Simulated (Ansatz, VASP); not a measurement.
# One calculation of SiC, two programs

File INCAR:

```
SYSTEM = SiC
  ALGO = Normal
  EDIFF = 1E-7
  ENCUT = 520
  GGA = PS
  ISIF = 2
  ISMEAR = -1
  LASPH = .True.
  LCHARG = .True.
  LELF = .True.
  LREAL = .False.
  LVHAR = .True.
  LWAVE = .False.
  NBANDS = 16
  NELM = 60
  PREC = Accurate
  SIGMA = 0.08
```

File KPOINTS:

```
k-points
0
Gamma
  15 15 8
  0 0 0
```

POSCAR

```
SiC
1.0
    3.0759982064     -0.0153799910     -0.0153799910
   -1.5513185661      2.6715825843     -0.0056294674
   -0.0252400000     -0.0252400000      5.0480000000
Si C
2 2
Direct
    0.3333333333      0.6666666667      0.0000000000
    0.6666666667      0.3333333333      0.5000000000
    0.3333333333      0.6666666667      0.3850000000
    0.6666666667      0.3333333333      0.8850000000
```

Input for Ansatz:

```yaml
crystal:
  lattice:
    - [3.0759982064, -0.015379991, -0.015379991]
    - [-1.5513185661, 2.6715825843, -0.0056294674]
    - [-0.02524, -0.02524, 5.048]
  atoms:
    - { symbol: Si, position: [0.3333333333, 0.6666666667, 0.0] }
    - { symbol: Si, position: [0.6666666667, 0.3333333333, 0.5] }
    - { symbol: C, position: [0.3333333333, 0.6666666667, 0.385] }
    - { symbol: C, position: [0.6666666667, 0.3333333333, 0.885] }
kpoints:
  mp_grid: { grid: [15, 15, 8] }
  band_path:
    path:
      - [0.0, 0.0, 0.0]
      - [0.0, 0.0, 0.5]
      - [-0.5, 0.5, 0.0]
      - [0.0, 0.0, 0.0]
      - [0.0, -0.5, 0.0]
      - [-0.5, 0.0, 0.5]
      - [0.0, 0.0, 0.0]
      - [-0.5, 0.0, 0.0]
      - [0.0, -0.5, 0.5]
    npoints: 5
scf:
  occupations: { method: fermi_dirac, width: 0.08 }
hamiltonian:
  xc: pbesol
  pseudopotentials: { kind: all_electron, lapw: { basis_error: 0.001 } }
output:
  forces: true
  stress: true
  eigenvalues: true
```

Change from the starting cell: equal xy, yz and zx shear strains of -1 %.

Alike in both runs: task single point; functional PBEsol; k mesh 15 × 15 × 8; occupations fermi-dirac, width 0.08 eV; no spin polarisation.

|  | VASP | Ansatz |
| --- | --- | --- |
| version | VASP 6.6.1 | Ansatz 0.2.0 |
| potentials or method | VASP PAW PBE potentials, release 64 (Si, C), cutoff 520 eV | all-electron LAPW, scalar-relativistic |

|  | VASP | Ansatz | Ansatz less VASP |
| --- | --- | --- | --- |
| pressure (GPa) | 0.7 | 0.2 | -0.41 |
| traceless stress, the component that is largest in VASP (GPa) | -3.32 | -3.23 | +0.086 |
| rms of the force components (eV/Å) | 0.443 | 0.439 | -0.0033 |

VASP's potentials were made for PBE, not for PBEsol. Atom by atom the forces differ by 0.003 eV/Å (rms over components). Ansatz ran all-electron here, and VASP with PAW potentials.
